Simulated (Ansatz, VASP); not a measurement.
# Two plane-wave programs on TePb

File INCAR:

```
SYSTEM = TePb
PREC = Accurate
ENCUT = 500
EDIFF = 1E-7
ISMEAR = 0
SIGMA = 0.02
LREAL = .FALSE.
LASPH = .TRUE.
NELM = 120
ALGO = Normal
ISIF = 3
LWAVE = .FALSE.
LCHARG = .FALSE.
GGA = PE
IVDW = 12
IBRION = 2
NSW = 70
EDIFFG = -0.005
GGA_COMPAT = .FALSE.
NELMIN = 4
```

File KPOINTS:

```
Automatic mesh
0
G
  8 8 8
  0 0 0
```

Contents of POSCAR:

```
TePb
1.0
    0.0000000000      3.2860508018      3.2860508018
    3.2860508018      0.0000000000      3.2860508018
    3.2860508018      3.2860508018      0.0000000000
Te Pb
1 1
Direct
    0.5000000000      0.5000000000      0.5000000000
    0.0000000000      0.0000000000      0.0000000000
```

Input for Ansatz:

```yaml
crystal:
  lattice:
    - [0.0, 3.2860508018, 3.2860508018]
    - [3.2860508018, 0.0, 3.2860508018]
    - [3.2860508018, 3.2860508018, 0.0]
  atoms:
    - { symbol: Te, position: [0.5, 0.5, 0.5] }
    - { symbol: Pb, position: [0.0, 0.0, 0.0] }
basis:
  ecutwfc: 420
kpoints:
  mp_grid: { grid: [8, 8, 8] }
hamiltonian:
  xc: pbe
  dispersion: d3bj
scf:
  occupations: { method: gaussian, width: 0.02 }
output:
  forces: true
  stress: true
  eigenvalues: true
relax:
  adjacent_minimum: "off"
  f_tol: 0.005
  max_steps: 50
  cell: { stress_tol: 0.05 }
```

Alike in both runs: task relaxation of cell and atoms; functional PBE; dispersion D3(BJ); k mesh 8 × 8 × 8; occupations gaussian, width 0.02 eV; no spin polarisation.

|  | VASP | Ansatz |
| --- | --- | --- |
| version | VASP 6.6.1 | Ansatz 0.2.0 |
| potentials or method | VASP PAW PBE potentials, release 64 (Te, Pb_d), cutoff 500 eV | scalar-relativistic, plane waves, PAW |
| valence electrons in the cell | 20 | 30 |

Ansatz gave:

```
gap on the k mesh at the Fermi level, each at its own relaxed structure (eV) : 0.74
relaxed volume (Å³/atom)                                                     : 33.87
relaxed cell length with the largest relative difference (Å)                 : 4.576
```

Task: Estimate VASP's values.

Result: gap on the k mesh at the Fermi level, each at its own relaxed structure (eV): 0.74; relaxed volume (Å³/atom): 33.81; relaxed cell length with the largest relative difference (Å): 4.573.

VASP's potentials hold 20 valence electrons a cell and Ansatz's 30, so a difference there can come from the potentials and not from the codes.

Spin-orbit coupling is off throughout.
